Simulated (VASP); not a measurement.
# Tm (Im-3m) in VASP: further runs

The runs below take Tm through single point, with RPBE, PBE.

All numbers are computed with VASP 6.6.1; they aren't measurements. Logs are shortened: lines on timing, memory, paths and dates and some standing lists are left out, and cuts for length are marked.

### Step 1. The cell of the first run

Symmetry: Im-3m, No. 229, cubic system. The conventional cell has a = 3.941 Å, b = 3.941 Å, c = 3.941 Å, α = 90.00°, β = 90.00°, γ = 90.00°. Within 4.5 Å of Tm (site symmetry m-3m) lie 14 Tm at 3.41 to 3.94 Å.

### Step 2. Single point, RPBE, collinear spin, ferromagnetic start

INCAR

```
SYSTEM = Tm
  PREC = Accurate
  ENCUT = 520
  EDIFF = 1E-6
  ISMEAR = 0
  SIGMA = 0.1
  LREAL = .FALSE.
  LASPH = .TRUE.
  NELM = 150
  ALGO = Normal
  ISIF = 2
  LWAVE = .FALSE.
  LCHARG = .FALSE.
  ISPIN = 2
  MAGMOM = 2
  LORBIT = 11
  LMAXMIX = 6
  GGA = RP
  NBANDS = 22
```

KPOINTS

```
regular mesh
0
G
  10 10 10
  0 0 0
```

POSCAR

```
Tm
1.0
   -1.9705499473      1.9705499473      1.9705499473
    1.9705499473     -1.9705499473      1.9705499473
    1.9705499473      1.9705499473     -1.9705499473
Tm
1
Direct
    0.0000000000      0.0000000000      0.0000000000
```

Potentials or basis: VASP PAW PBE potentials, release 64 (Tm).

On the command line:

```console
cat potpaw_PBE.64/Tm/POTCAR > POTCAR
mpirun -np 1 vasp_std > vasp.out
```

OUTCAR:

```text
SYSTEM = Tm
   PREC = Accurate
   ENCUT = 520
   EDIFF = 1E-6
   ISMEAR = 0
   LREAL = .FALSE.
   LASPH = .TRUE.
   NELM = 150
   ISIF = 2
   ISPIN = 2
   LORBIT = 11
   GGA = RP

 ion  position               nearest neighbor table
   1  0.000  0.000  0.000-

  LATTYP: Found a body centered cubic cell.
 ALAT       =     3.9410998946

  Lattice vectors:

 A1 = (  -1.9705499473,   1.9705499473,   1.9705499473)
 A2 = (   1.9705499473,  -1.9705499473,   1.9705499473)
 A3 = (   1.9705499473,   1.9705499473,  -1.9705499473)

Analysis of symmetry for initial positions (statically):
=====================================================================
 Subroutine PRICEL returns:
 Original cell was already a primitive cell.

 Routine SETGRP: Setting up the symmetry group for a
 body centered cubic supercell.

 Subroutine GETGRP returns: Found 48 space group operations
[... 9 lines left out ...]

 Routine SETGRP: Setting up the symmetry group for a
 body centered cubic supercell.

 Subroutine GETGRP returns: Found 48 space group operations
 (whereof 48 operations were pure point group operations)
 out of a pool of 48 trial point group operations.

The dynamic configuration has the point symmetry O_h .

Analysis of structural, dynamic, and magnetic symmetry:
=====================================================================
 Subroutine PRICEL returns:
 Original cell was already a primitive cell.

 Routine SETGRP: Setting up the symmetry group for a
 body centered cubic supercell.

 Subroutine GETGRP returns: Found 48 space group operations
 (whereof 48 operations were pure point group operations)
 out of a pool of 48 trial point group operations.

The overall configuration has the point symmetry O_h .

 Subroutine INISYM returns: Found 48 space group operations
[... 5 lines left out ...]
                                     Primitive cell

  volume of cell :      30.6071

  direct lattice vectors                    reciprocal lattice vectors
    -1.970549947  1.970549947  1.970549947     0.000000000  0.253736273  0.253736273
     1.970549947 -1.970549947  1.970549947     0.253736273  0.000000000  0.253736273
     1.970549947  1.970549947 -1.970549947     0.253736273  0.253736273  0.000000000

  length of vectors
     3.413092628  3.413092628  3.413092628     0.358837279  0.358837279  0.358837279

  position of ions in fractional coordinates (direct lattice)
     0.000000000  0.000000000  0.000000000

  ion indices of the primitive-cell ions
   primitive index   ion index
                 1           1

----------------------------------------------------------------------------------------

 KPOINTS: regular mesh

Automatic generation of k-mesh.
 Grid dimensions read from file:
 generate k-points for:   10   10   10

 Generating k-lattice:

  Cartesian coordinates                     Fractional coordinates (reciprocal lattice)
     0.000000000  0.025373627  0.025373627     0.100000000  0.000000000  0.000000000
     0.025373627  0.000000000  0.025373627     0.000000000  0.100000000  0.000000000
     0.025373627  0.025373627  0.000000000     0.000000000  0.000000000  0.100000000

  Length of vectors
     0.035883728  0.035883728  0.035883728

  Shift w.r.t. Gamma in fractional coordinates (k-lattice)
     0.000000000  0.000000000  0.000000000

 Subroutine IBZKPT returns following result:
 ===========================================

 Found     47 irreducible k-points:

 Following reciprocal coordinates:
            Coordinates               Weight
  0.000000  0.000000  0.000000      1.000000
  0.100000  0.000000  0.000000     12.000000
  0.200000  0.000000  0.000000     12.000000
  0.300000  0.000000  0.000000     12.000000
  0.400000  0.000000  0.000000     12.000000
  0.500000  0.000000  0.000000      6.000000
[... 16 lines left out ...]
  0.300000  0.300000  0.100000      8.000000
 -0.300000  0.300000  0.100000     24.000000
 [... further k-points ...]
   k-points           NKPTS =     47   k-points in BZ     NKDIM =     47   number of bands    NBANDS=     22
   number of dos      NEDOS =    301   number of ions     NIONS =      1
   total plane-waves  NPLWV =  21952
   dimension x,y,z NGX =    28 NGY =   28 NGZ =   28
   dimension x,y,z NGXF=    56 NGYF=   56 NGZF=   56
   ions per type =               1
   NGX,Y,Z   is equivalent  to a cutoff of  13.64, 13.64, 13.64 a.u.
   NGXF,Y,Z  is equivalent  to a cutoff of  27.28, 27.28, 27.28 a.u.
 SYSTEM =  Tm
   PREC   = accura    normal or accurate (medium, high low for compatibility)
   ISTART =      0    job   : 0-new  1-cont  2-samecut
   ICHARG =      2    charge: 1-file 2-atom 10-const
   ISPIN  =      2    spin polarized calculation?
   LNONCOLLINEAR =      F non collinear calculations
   LSORBIT =      F    spin-orbit coupling
   LASPH  =      T    aspherical Exc in radial PAW
   ENCUT  =  520.0 eV  38.22 Ry    6.18 a.u.   6.35  6.35  6.35*2*pi/ulx,y,z
   NELM   =    150;   NELMIN=  2; NELMDL= -5     # of ELM steps
   EDIFF  = 0.1E-05   stopping-criterion for ELM
   LREAL  =      F    real-space projection
   EDIFFG = 0.1E-04   stopping-criterion for IOM
   NSW    =      0    number of steps for IOM
   IBRION =     -1    ionic relax: 0-MD 1-quasi-New 2-CG
   NFREE  =      0    steps in history (QN), initial steepest desc. (CG)
   ISIF   =      2    stress and relaxation
   ISYM   =      2    0-nonsym 1-usesym 2-fastsym
   POTIM  = 0.5000    time-step for ionic-motion
   TEBEG  =    0.0;   TEEND  =   0.0 temperature during run
   PSTRESS=    0.0 pullay stress
   NELECT =      23.0000    total number of electrons
   NUPDOWN=      -1.0000    fix difference up-down
   EMIN   =  10.00;   EMAX   =-10.00  energy-range for DOS
   EFERMI =   0.00;   METHOD = LEGACY
   ISMEAR =     0;   SIGMA  =   0.10  broadening in eV -4-tet -1-fermi 0-gaus
   EFERMI_NEDOS =   21; number of points for ismear=-14 and -15
   IALGO  =     38    algorithm
   IMIX   =      4    mixing-type and parameters
     AMIX     =   0.40;   BMIX     =  1.00
     AMIX_MAG =   1.60;   BMIX_MAG =  1.00
  volume/ion in A,a.u.               =      30.61       206.55
  Fermi-wavevector in a.u.,A,eV,Ry     =   1.488367  2.812606 30.140115  2.215236
  Thomas-Fermi vector in A             =   2.601411
   LORBIT       =     11    0 simple, 1 ext, 2 COOP (PROOUT), +10 PAW based schemes
   GGA     = RP    functional components
   LHFCALC =     F    Hartree Fock is set to
   AEXX    =    0.0000 exact exchange contribution
   IVDW    =     0    specifies the selected vdW correction
   LEPSILON=     F    determine dielectric tensor
   LRPA    =     F    only Hartree local field effects (RPA)
 spin polarized calculation
 Gauss-broadening in eV      SIGMA  =   0.10
  energy-cutoff  :      520.00
  volume of cell :       30.61
 maximum number of plane-waves:       856
 NGX is ok and might be reduce to    28
   NGX = 13   NGY = 13   NGZ = 13

 number of electron      22.9999992 magnetization       1.1339556

 Free energy of the ion-electron system (eV)
  ---------------------------------------------------
  ext. energy  EPLUGINS =         0.00000000
  ---------------------------------------------------
  free energy    TOTEN  =        -3.69635033 eV

  energy without entropy =       -3.64369887  energy(sigma->0) =       -3.67002460

 E-fermi :   2.3851     XC(G=0): -10.0497

 val. band max:        2.3832992047   @ k =  -0.3000   0.3000   0.2000
 cond. band min:       2.3859957984   @ k =   0.3000   0.1000   0.1000
 fundamental gap:      0.0026965937
 Fermi energy:         2.3850740645

 spin component 1

 k-point     1 :       0.0000    0.0000    0.0000
  band No.  band energies     occupation
      1     -48.1294      1.00000
      2     -21.0464      1.00000
      3     -21.0464      1.00000
      4     -21.0464      1.00000
      5      -2.8875      1.00000
      6       0.7579      1.00000
[... 14 lines left out ...]
     21      21.6793      0.00000
     22      21.6793      0.00000

 k-point     2 :       0.1000    0.0000    0.0000
  band No.  band energies     occupation
      1     -48.1253      1.00000
      2     -21.1080      1.00000
      3     -21.0654      1.00000
      4     -21.0468      1.00000
      5      -2.5962      1.00000
      6       0.7617      1.00000
[... 14 lines left out ...]
     21      19.4222      0.00000
     22      19.9913      0.00000

 k-point     3 :       0.2000    0.0000    0.0000
  band No.  band energies     occupation
      1     -48.1145      1.00000
      2     -21.2650      1.00000
      3     -21.1147      1.00000
      4     -21.0476      1.00000
      5      -1.7898      1.00000
      6       0.7721      1.00000
[... 14 lines left out ...]
     21      17.9452      0.00000
     22      18.5275      0.00000

 k-point     4 :       0.3000    0.0000    0.0000
  band No.  band energies     occupation
      1     -48.1010      1.00000
      2     -21.4515      1.00000
      3     -21.1749      1.00000
      4     -21.0487      1.00000
      5      -0.6916      1.00000
      6       0.7854      1.00000
[... 14 lines left out ...]
     21      18.3432      0.00000
     22      18.9088      0.00000

 k-point     5 :       0.4000    0.0000    0.0000
  band No.  band energies     occupation
      1     -48.0901      1.00000
      2     -21.5970      1.00000
      3     -21.2230      1.00000
      4     -21.0496      1.00000
      5       0.2471      1.00000
      6       0.7964      1.00000
[... 417 lines left out ...]
 k-point    22 :      -0.2000    0.2000    0.1000
  band No.  band energies     occupation
      1     -48.1107      1.00000
      2     -21.2657      1.00000
      3     -21.1348      1.00000
      4     -21.0949      1.00000
      5      -1.5240      1.00000
      6       0.7591      1.00000
[... 14 lines left out ...]
     21      17.1138      0.00000
     22      19.8750      0.00000

 k-point    23 :       0.3000    0.3000    0.1000
  band No.  band energies     occupation
      1     -48.0829      1.00000
      2     -21.4296      1.00000
      3     -21.4296      1.00000
      4     -21.1753      1.00000
      5       0.8543      1.00000
      6       0.8543      1.00000
[... 14 lines left out ...]
     21      19.5416      0.00000
     22      19.5416      0.00000

 k-point    24 :      -0.3000    0.3000    0.1000
  band No.  band energies     occupation
      1     -48.0975      1.00000
      2     -21.4430      1.00000
      3     -21.1960      1.00000
      4     -21.0939      1.00000
      5      -0.4454      1.00000
      6       0.7734      1.00000
[... 14 lines left out ...]
     21      18.4259      0.00000
     22      19.0742      0.00000

 [... further k-points ...]

 spin component 2

 k-point     1 :       0.0000    0.0000    0.0000
  band No.  band energies     occupation
      1     -47.5818      1.00000
      2     -20.6760      1.00000
      3     -20.6760      1.00000
      4     -20.6760      1.00000
      5      -3.0328      1.00000
      6       1.8708      1.00000
[... 14 lines left out ...]
     21      21.5634      0.00000
     22      21.5634      0.00000

 k-point     2 :       0.1000    0.0000    0.0000
  band No.  band energies     occupation
      1     -47.5775      1.00000
      2     -20.7412      1.00000
      3     -20.6959      1.00000
      4     -20.6765      1.00000
      5      -2.7384      1.00000
      6       1.8514      1.00000
[... 14 lines left out ...]
     21      19.3103      0.00000
     22      19.9174      0.00000

 k-point     3 :       0.2000    0.0000    0.0000
  band No.  band energies     occupation
      1     -47.5660      1.00000
      2     -20.9069      1.00000
      3     -20.7475      1.00000
      4     -20.6776      1.00000
      5      -1.9246      1.00000
      6       1.8078      1.00000
[... 14 lines left out ...]
     21      17.7898      0.00000
     22      18.4506      0.00000

 k-point     4 :       0.3000    0.0000    0.0000
  band No.  band energies     occupation
      1     -47.5518      1.00000
      2     -21.1034      1.00000
      3     -20.8103      1.00000
      4     -20.6790      1.00000
      5      -0.8176      1.00000
      6       1.7664      1.00000
[... 14 lines left out ...]
     21      18.3729      0.00000
     22      18.7425      0.00000

 k-point     5 :       0.4000    0.0000    0.0000
  band No.  band energies     occupation
      1     -47.5403      1.00000
      2     -21.2562      1.00000
      3     -20.8605      1.00000
      4     -20.6801      1.00000
      5       0.1320      1.00000
      6       1.7401      1.00000
[... 417 lines left out ...]
 k-point    22 :      -0.2000    0.2000    0.1000
  band No.  band energies     occupation
      1     -47.5620      1.00000
      2     -20.9080      1.00000
      3     -20.7685      1.00000
      4     -20.7271      1.00000
      5      -1.6570      1.00000
      6       1.7933      1.00000
[... 14 lines left out ...]
     21      17.0324      0.00000
     22      19.8362      0.00000

 k-point    23 :       0.3000    0.3000    0.1000
  band No.  band energies     occupation
      1     -47.5326      1.00000
      2     -21.0800      1.00000
      3     -21.0800      1.00000
      4     -20.8123      1.00000
      5       1.6715      1.00000
      6       1.8868      1.00000
[... 14 lines left out ...]
     21      19.4264      0.00000
     22      19.4264      0.00000

 k-point    24 :      -0.3000    0.3000    0.1000
  band No.  band energies     occupation
      1     -47.5481      1.00000
      2     -21.0944      1.00000
      3     -20.8324      1.00000
      4     -20.7263      1.00000
      5      -0.5701      1.00000
      6       1.7541      1.00000
[... 14 lines left out ...]
     21      18.3308      0.00000
     22      18.9980      0.00000

 [... further k-points ...]
[... 5 lines left out ...]
  --------------------------------------------------------------------------------------
  -------------------------------------------------------------------------------------
  Total        0.6513669      0.6513669      0.6513669      0.0000000      0.0000000     -0.0000000
  in kB       34.0968268     34.0968268     34.0968268      0.0000000      0.0000000     -0.0000000
  external PRESSURE =      34.0968268 kB  Pullay stress =       0.0000000 kB

 VOLUME and BASIS-vectors are now :
 -----------------------------------------------------------------------------
  energy-cutoff  :      520.00
  volume of cell :       30.61
      direct lattice vectors                 reciprocal lattice vectors
    -1.970549947  1.970549947  1.970549947     0.000000000  0.253736273  0.253736273
     1.970549947 -1.970549947  1.970549947     0.253736273  0.000000000  0.253736273
     1.970549947  1.970549947 -1.970549947     0.253736273  0.253736273  0.000000000

 POSITION                                       TOTAL-FORCE (eV/Angst)
 -----------------------------------------------------------------------------------
      0.00000      0.00000      0.00000        -0.000000      0.000000      0.000000
 -----------------------------------------------------------------------------------
    total drift:                               -0.000000      0.000000      0.000000

  FREE ENERGIE OF THE ION-ELECTRON SYSTEM (eV)
  ---------------------------------------------------
  free  energy   TOTEN  =        -3.6963503348 eV

  energy  without entropy=       -3.6436988681  energy(sigma->0) =       -3.67002460

 total charge

# of ion       s       p       d       f       tot
--------------------------------------------------
    1        2.216   5.978   0.410  12.504  21.109

 magnetization (x)

# of ion       s       p       d       f       tot
--------------------------------------------------
    1        0.004  -0.033  -0.035   1.286   1.223
```

It took 3.7 min on 1 thread of AMD EPYC 7R43 (Zen 3), shared host; peak memory 0.17 GiB.

Results:

```yaml
Free_energy: -3.6964 eV
Pressure: 3.4 GPa
Net_moment: 1.13 μB per cell
Site_moments: Tm +1.22 μB
Valence_electrons_inside_the_program's_atomic_spheres: Tm 21.11
```

Levels at points of the mesh, in eV from the Fermi level:
Spin up:
| k point | band 10 | band 11 | band 12 | band 13 | band 14 | band 15 |
| --- | --- | --- | --- | --- | --- | --- |
| (0.00, 0.00, 0.00) | -1.05 | -1.05 | -1.05 | 2.94 | 2.94 | 2.94 |
| (0.50, 0.00, 0.00) | -1.13 | -1.09 | -1.04 | 1.10 | 1.21 | 5.01 |
| (0.50, 0.50, 0.50) | -1.15 | -1.15 | -0.94 | -0.94 | 6.41 | 6.41 |
Spin down:
```tsv
k point	band 9	band 10	band 11	band 12	band 13	band 14
(0.00, 0.00, 0.00)	-0.35	-0.13	-0.13	-0.13	2.98	2.98
(0.50, 0.00, 0.00)	-0.36	-0.04	-0.04	0.04	1.08	1.16
(0.50, 0.50, 0.50)	-0.47	-0.47	0.09	0.09	0.09	6.33
```

Caveat: the magnetic or orbital state may not be the lowest; the PAW data sets were made with another functional, which shifts forces and pressure a little; spin-orbit coupling is left out, which moves the levels of the heavy elements. The state reached can hang on the start; a lower one may exist.

### Step 3. Single point, PBE, collinear spin, ferromagnetic start

INCAR

```
SYSTEM = Tm
PREC = Accurate
ENCUT = 520
EDIFF = 1E-7
ISMEAR = -5
SIGMA = 0.1
LREAL = .False.
LASPH = .True.
NELM = 150
ALGO = Normal
ISIF = 2
LWAVE = .False.
LCHARG = .True.
ISPIN = 2
MAGMOM = 2
LORBIT = 11
LMAXMIX = 6
GGA = PE
LELF = .True.
LVHAR = .True.
NBANDS = 22
```

KPOINTS

```
Automatic mesh
0
Gamma
  10 10 10
  0 0 0
```

POSCAR is that of step 2.

Potentials or basis: VASP PAW PBE potentials, release 64 (Tm).

On the command line:

```console
cat potpaw_PBE.64/Tm/POTCAR > POTCAR
mpirun -np 1 vasp_std > vasp.out
```

Wall time 2.1 min (1 thread of Intel Xeon Platinum 8259CL at 2.50GHz (Skylake/Cascade Lake), shared host); peak memory 0.22 GiB.

It converged, with:

```yaml
Free_energy: -4.0036 eV
Pressure: 2.7 GPa
Net_moment: 1.14 μB per cell
Site_moments: Tm +1.23 μB
Valence_electrons_inside_the_program's_atomic_spheres: Tm 21.06
```

Levels at points of the mesh, in eV from the Fermi level:
Spin up:
```
           k point  band 9  band 10  band 11  band 12  band 13  band 14  band 15  band 16
(0.00, 0.00, 0.00)   -1.03    -1.02    -1.02    -1.02     2.89     2.89     2.89     5.15
(0.50, 0.00, 0.00)   -1.17    -1.11    -1.07    -1.01     1.07     1.26     4.97     6.01
(0.50, 0.50, 0.50)   -1.12    -1.12    -1.12    -0.92    -0.92     6.41     6.41     6.41
```
Spin down:
```tsv
k point	band 7	band 8	band 9	band 10	band 11	band 12	band 13	band 14	band 15	band 16
(0.00, 0.00, 0.00)	-0.33	-0.33	-0.33	-0.12	-0.12	-0.12	2.95	2.95	2.95	5.14
(0.50, 0.00, 0.00)	-0.44	-0.42	-0.33	-0.03	-0.03	0.04	1.06	1.22	5.00	6.06
(0.50, 0.50, 0.50)	-0.71	-0.45	-0.45	-0.45	0.10	0.10	0.10	6.36	6.36	6.36
```

Caveat: the magnetic or orbital state may not be the lowest; spin-orbit coupling is left out, which moves the levels of the heavy elements; tetrahedron occupations give inexact forces and stress in metals. The state reached can hang on the start; a lower one may exist.
